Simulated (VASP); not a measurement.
# Ga (P1) in VASP: single point with r2SCAN

Aim: the single point of Ga with r2SCAN.

Program: VASP 6.6.1. These are calculated values, not measurements. Logs are shortened: lines on timing, memory, paths and dates and some standing lists are left out, and cuts for length are marked.

## Step 1: The cell of the first run

The typed cell holds 4 atoms: a = 8.515 Å, b = 4.257 Å, c = 3.332 Å, α = 90.66°, β = 90.66°, γ = 142.09°.

## Step 2: Single point, r2SCAN

Input file POSCAR:

```
Ga
1.0
    2.7660000000     -8.0530000000      0.0000000000
    1.3830000000      4.0265000000      0.0000000000
   -0.1174474948      0.0000000000      3.3299294416
Ga
4
Direct
    0.4428881921      0.1755891248      0.2461142239
    0.9239144087      0.1094980091      0.2629004654
    0.0664676902      0.8477402979      0.7189209387
    0.5602399604      0.8683132748      0.7589518169
```

Input file INCAR.step1:

```
ALGO = Normal ; EDIFF = 1E-5
ENCUT = 440 ; GGA = PE
GGA_COMPAT = False ; ISMEAR = -1
LASPH = True ; LCHARG = False
LREAL = False ; LWAVE = True
NBANDS = 34 ; NELM = 120
PREC = Accurate ; SIGMA = 0.08
```

Input file INCAR.step2:

```
ALGO = Normal ; EDIFF = 1E-6
ENCUT = 440 ; GGA_COMPAT = False
ISIF = 2 ; ISMEAR = -1
ISTART = 1 ; LASPH = True
LCHARG = True ; LELF = True
LMIXTAU = True ; LREAL = False
LVHAR = True ; LWAVE = False
METAGGA = R2SCAN ; NBANDS = 34
NELM = 120 ; PREC = Accurate
SIGMA = 0.08
```

Input file KPOINTS:

```
k-points
0
Gamma
  4 7 6
```

Potentials or basis: VASP PAW PBE potentials, release 64 (Ga_d).

Command:

```console
$ cat potpaw_PBE.64/Ga_d/POTCAR > POTCAR
$ cp INCAR.step1 INCAR
$ mpirun -np 1 vasp_std > vasp.out
$ cp INCAR.step2 INCAR
$ mpirun -np 1 vasp_std > vasp.out
```

OUTCAR:

```text
EDIFF = 1E-6
   ENCUT = 440
   ISIF = 2
   ISMEAR = -1
   ISTART = 1
   LASPH = True
   LREAL = False
   METAGGA = R2SCAN
   NELM = 120
   PREC = Accurate

 ion  position               nearest neighbor table
   1  0.443  0.176  0.246-   2 2.62   4 2.72   4 2.78   3 2.79   4 2.79   4 2.80   3 2.84   2 2.91

   2  0.924  0.109  0.263-   1 2.62   3 2.67   3 2.74   3 2.85   4 2.88   1 2.91   4 2.92
   3  0.066  0.848  0.719-   2 2.67   2 2.74   4 2.77   4 2.78   1 2.79   1 2.84   2 2.85
   4  0.560  0.868  0.759-   1 2.72   3 2.77   1 2.78   3 2.78   1 2.79   1 2.80   2 2.88   2 2.92

  LATTYP: Found a triclinic cell.
 ALAT       =     5.5320000000
 B/A-ratio  =     0.7695937349
 C/A-ratio  =     0.6023138106
 COS(alpha) =     0.0114503101
 COS(beta)  =     0.0352483478
 COS(gamma) =     0.3248467194

  Lattice vectors:

 A1 = (  -5.5320000000,   0.0000000000,   0.0000000000)
 A2 = (  -1.3830000000,  -4.0265000000,   0.0000000000)
 A3 = (  -0.1174474948,   0.0000000000,   3.3299294416)

Analysis of symmetry for initial positions (statically):
=====================================================================
 Subroutine PRICEL returns:
 Original cell was already a primitive cell.

 Routine SETGRP: Setting up the symmetry group for a
 triclinic supercell.

 Subroutine GETGRP returns: Found  1 space group operations
 (whereof  1 operations were pure point group operations)
 out of a pool of  2 trial point group operations.

The static configuration has the point symmetry C_1 .

Analysis of symmetry for dynamics (positions and initial velocities):
=====================================================================
 Subroutine PRICEL returns:
 Original cell was already a primitive cell.

 Routine SETGRP: Setting up the symmetry group for a
 triclinic supercell.

 Subroutine GETGRP returns: Found  1 space group operations
 (whereof  1 operations were pure point group operations)
 out of a pool of  2 trial point group operations.

The dynamic configuration has the point symmetry C_1 .

 Subroutine INISYM returns: Found  1 space group operations
 (whereof  1 operations are pure point group operations),
 and found     1 'primitive' translations

[... 92 lines left out ...]
   ISPIN  =      1    spin polarized calculation?
   LNONCOLLINEAR =      F non collinear calculations
   LSORBIT =      F    spin-orbit coupling
   LASPH  =      T    aspherical Exc in radial PAW
   ENCUT  =  440.0 eV  32.34 Ry    5.69 a.u.  14.56  7.28  5.70*2*pi/ulx,y,z
   NELM   =    120;   NELMIN=  2; NELMDL=  0     # of ELM steps
   EDIFF  = 0.1E-05   stopping-criterion for ELM
   LREAL  =      F    real-space projection
   EDIFFG = 0.1E-04   stopping-criterion for IOM
   NSW    =      0    number of steps for IOM
   IBRION =     -1    ionic relax: 0-MD 1-quasi-New 2-CG
   NFREE  =      0    steps in history (QN), initial steepest desc. (CG)
   ISIF   =      2    stress and relaxation
   ISYM   =      2    0-nonsym 1-usesym 2-fastsym
   POTIM  = 0.5000    time-step for ionic-motion
   TEBEG  =    0.0;   TEEND  =   0.0 temperature during run
   PSTRESS=    0.0 pullay stress
   NELECT =      52.0000    total number of electrons
   NUPDOWN=      -1.0000    fix difference up-down
   EMIN   =  10.00;   EMAX   =-10.00  energy-range for DOS
   EFERMI =   0.00;   METHOD = LEGACY
   ISMEAR =    -1;   SIGMA  =   0.08  broadening in eV -4-tet -1-fermi 0-gaus
   EFERMI_NEDOS =   21; number of points for ismear=-14 and -15
   IALGO  =     38    algorithm
   IMIX   =      4    mixing-type and parameters
     AMIX     =   0.40;   BMIX     =  1.00
     AMIX_MAG =   1.60;   BMIX_MAG =  1.00
  volume/ion in A,a.u.               =      18.54       125.14
  Fermi-wavevector in a.u.,A,eV,Ry     =   1.454323  2.748273 28.777089  2.115056
  Thomas-Fermi vector in A             =   2.571487
   LORBIT       =      0    0 simple, 1 ext, 2 COOP (PROOUT), +10 PAW based schemes
   METAGGA = R2SCAN    functional components
   LHFCALC =     F    Hartree Fock is set to
   AEXX    =    0.0000 exact exchange contribution
   IVDW    =     0    specifies the selected vdW correction
   LEPSILON=     F    determine dielectric tensor
   LRPA    =     F    only Hartree local field effects (RPA)
 non-spin polarized calculation
  energy-cutoff  :      440.00
  volume of cell :       74.17
 maximum number of plane-waves:      1569
 NGX is ok and might be reduce to    60
   NGX = 29   NGY = 15   NGZ = 11

 number of electron      52.0000014 magnetization

 Free energy of the ion-electron system (eV)
  ---------------------------------------------------
  ext. energy  EPLUGINS =         0.00000000
  ---------------------------------------------------
  free energy    TOTEN  =       -45.41813344 eV

  energy without entropy =      -45.39358116  energy(sigma->0) =      -45.40585730

 E-fermi :   5.5528     XC(G=0): -12.1403

 val. band max:        5.5423242042   @ k =   0.0000   0.1429   0.3333
 cond. band min:       5.5744291677   @ k =  -0.2500  -0.1429   0.1667
 fundamental gap:      0.0321049635
 Fermi energy:         5.5528317025

 k-point     1 :       0.0000    0.0000    0.0000
  band No.  band energies     occupation
      1     -10.1703      2.00000
      2     -10.1498      2.00000
      3     -10.1075      2.00000
      4     -10.0925      2.00000
      5     -10.0814      2.00000
      6     -10.0722      2.00000
[... 877 lines left out ...]
     33      13.7735      0.00000
     34      14.6395      0.00000

 [... further k-points ...]

------------------------ aborting loop because EDIFF is reached ----------------------------------------

  FORCE on cell =-STRESS in cart. coord.  units (eV):
  Direction    XX          YY          ZZ          XY          YZ          ZX
  --------------------------------------------------------------------------------------
  -------------------------------------------------------------------------------------
  Total       -0.3528784     -0.5563930     -0.5139045      0.1172103      0.1878121      0.0248723
  in kB       -7.6223831    -12.0184188    -11.1006414      2.5318129      4.0568531      0.5372572
  external PRESSURE =     -10.2471478 kB  Pullay stress =       0.0000000 kB

 VOLUME and BASIS-vectors are now :
 -----------------------------------------------------------------------------
  energy-cutoff  :      440.00
  volume of cell :       74.17
      direct lattice vectors                 reciprocal lattice vectors
     2.766000000 -8.053000000  0.000000000     0.180766450 -0.062088663  0.006375681
     1.383000000  4.026500000  0.000000000     0.361532899  0.124177325  0.012751361
    -0.117447495  0.000000000  3.329929442     0.000000000  0.000000000  0.300306663

 POSITION                                       TOTAL-FORCE (eV/Angst)
 -----------------------------------------------------------------------------------
      1.43896     -2.85957      0.81954        -0.385790     -0.210031     -0.060391
      2.67611     -6.99939      0.87544         0.371158     -0.055329     -0.142978
      1.27184      2.87816      2.39396        -0.037098      0.097178      0.186597
      2.66136     -1.01535      2.52726         0.051730      0.168182      0.016772
 -----------------------------------------------------------------------------------
    total drift:                               -0.000686     -0.024522     -0.004956

  FREE ENERGIE OF THE ION-ELECTRON SYSTEM (eV)
  ---------------------------------------------------
  free  energy   TOTEN  =       -45.4181334439 eV

  energy  without entropy=      -45.3935811565  energy(sigma->0) =      -45.40585730
```

OUTCAR.step1:

```text
EDIFF = 1E-5
   ENCUT = 440
   GGA = PE
   ISMEAR = -1
   LASPH = True
   LREAL = False
[... 1121 lines left out ...]
      2.67611     -6.99939      0.87544         0.405643     -0.095168     -0.175698
      1.27184      2.87816      2.39396        -0.043872      0.117000      0.211329
      2.66136     -1.01535      2.52726         0.059068      0.216018      0.015695
 -----------------------------------------------------------------------------------
    total drift:                                0.000118     -0.000007     -0.001118

  FREE ENERGIE OF THE ION-ELECTRON SYSTEM (eV)
  ---------------------------------------------------
  free  energy   TOTEN  =       -11.5230717827 eV

  energy  without entropy=      -11.4967167833  energy(sigma->0) =      -11.50989428
```

OSZICAR.step1:

```text
N       E                     dE             d eps       ncg     rms          rms(c)
DAV:   1     0.338771148450E+03    0.33877E+03   -0.23090E+04  6000   0.267E+03
DAV:   2     0.287284079827E+02   -0.31004E+03   -0.30256E+03  6048   0.500E+02
DAV:   3    -0.104394736048E+02   -0.39168E+02   -0.38692E+02  6570   0.141E+02
DAV:   4    -0.116062168384E+02   -0.11667E+01   -0.11618E+01  6852   0.278E+01
DAV:   5    -0.116303471020E+02   -0.24130E-01   -0.24125E-01  7344   0.415E+00    0.201E+00
DAV:   6    -0.115406989314E+02    0.89648E-01   -0.20190E-01  7566   0.602E+00    0.105E+00
DAV:   7    -0.115244676435E+02    0.16231E-01   -0.59846E-02  8034   0.318E+00    0.282E-01
DAV:   8    -0.115229560773E+02    0.15116E-02   -0.91200E-03  6348   0.326E+00    0.583E-02
DAV:   9    -0.115229706411E+02   -0.14564E-04   -0.20794E-03  7090   0.126E+00    0.225E-02
DAV:  10    -0.115230654749E+02   -0.94834E-04   -0.92346E-04  6712   0.337E-01    0.162E-02
DAV:  11    -0.115230693340E+02   -0.38591E-05   -0.16743E-04  5718   0.289E-01    0.693E-03
DAV:  12    -0.115230717827E+02   -0.24487E-05   -0.33362E-05  4944   0.126E-01
   1 F= -.11523072E+02 E0= -.11509894E+02  d E =-.263550E-01
```

Run time: 21 min. Hardware: 1 thread of Oxide Virtual Turin-like, shared host; peak memory 0.25 GiB.

What came out:

```yaml
Free_energy: -45.4181 eV
Pressure: -1.0 GPa
Largest_force: 0.443 eV/Å
Band_gap_on_the_k_mesh: zero (bands 26 and 27 overlap by 5.06 eV)
```

Forces on the atoms (eV/Å):
```
Ga  -0.386 -0.210 -0.060
Ga   0.371 -0.055 -0.143
Ga  -0.037  0.097  0.187
Ga   0.052  0.168  0.017
```

Stress tensor (GPa, compression positive):
```
-0.76  0.25  0.05
 0.25 -1.20  0.41
 0.05  0.41 -1.11
```

Caveat: the PAW data sets were made with another functional, which shifts forces and pressure a little.

The gap in the log of VASP goes by the Fermi energy; the results here count the filled bands.